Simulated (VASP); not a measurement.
The system is CdSe (Cadmoselite).

```
Cd Se
1.0
     4.27114    0.00000    0.00000
    -2.13557    3.69892    0.00000
     0.00000    0.00000    6.97288
Cd Se
2 2
Direct
  0.66667 0.33333 0.50000
  0.33333 0.66667 0.00000
  0.66667 0.33333 0.88500
  0.33333 0.66667 0.38500
```

This cell differs from its parent crystal: volume scaled by 0.98.

Base run:

* Program: VASP 6.6.1
* Functional: PBEsol
* Potentials or basis: VASP PAW PBE potentials, release 64 (Cd, Se)
* Cutoff: 520 eV
* k mesh: 7 × 7 × 4
* Occupations: fermi-dirac, width 0.05 eV
* Spin: no spin polarisation

Its results: band gap on the k mesh 0.62 eV, direct; pressure 1.6 GPa; largest force 0.296 eV/Å.

Q: After a change of settings the same cell gave: band gap on the k mesh 1.23 eV, direct; pressure 3.1 GPa; largest force 0.309 eV/Å. Which change was it?
A. functional from PBEsol to PBE exchange alone; further incar settings from ALGO = Normal; EDIFF = 1e-07; NBANDS = 26 to ALGO = Normal; EDIFF = 1e-06; NBANDS = 26
B. functional from PBEsol to LDA; potentials or basis from VASP PAW PBE potentials, release 64 (Cd, Se) to VASP PAW LDA potentials, release 64 (Cd, Se)
C. functional from PBEsol to r2SCAN
D. functional from PBEsol to BLYP; further incar settings from ALGO = Normal; EDIFF = 1e-07; NBANDS = 26 to ALGO = Normal; EDIFF = 1e-06; NBANDS = 26

A: C.

r2SCAN gives the wider gap, since meta-GGAs in the generalised Kohn-Sham scheme recover part of the derivative discontinuity.

Caveats: the PAW data sets were made with another functional, which shifts forces and pressure a little.
